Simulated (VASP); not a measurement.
**HfO2: single point with PBE**

The system is HfO2.

```xyz
3
Lattice="0.0000 2.5575 2.5575 2.5575 0.0000 2.5575 2.5575 2.5575 0.0000" Properties=species:S:1:pos:R:3 pbc="T T T"
Hf    0.0000    0.0000    0.0000
O     3.8363    3.8363    3.8363
O     1.2788    1.2788    1.2788
```

```
Program                : VASP 6.6.1
Task                   : single point
Functional             : PBE
Potentials or basis    : VASP PAW PBE potentials, release 64 (Hf_pv, O)
Cutoff                 : 520 eV
k mesh                 : 9 × 9 × 9
Occupations            : gaussian, width 0.025 eV
Spin                   : no spin polarisation
Dipole correction      : no
Further INCAR settings : ALGO = Normal; EDIFF = 1e-07; NBANDS = 18
```

- Pressure: -6.0 GPa
- Band gap on the k mesh: 3.84 eV, indirect (least direct gap 3.95 eV)

Levels at points of the mesh, in eV from the valence-band top:
```tsv
k point	band 9	band 10	band 11	band 12	band 13	band 14
(0.00, 0.00, 0.00)	-0.54	-0.54	-0.54	3.86	3.86	5.67
```

It took 36 s on 1 thread of AMD EPYC 7R43 64-Core Processor (Zen 3), with other jobs on the host, peak memory 0.13 GiB.

Caveat: spin-orbit coupling is left out, which moves the levels of the heavy elements. As with any semilocal functional, this PBE gap is likely too small.
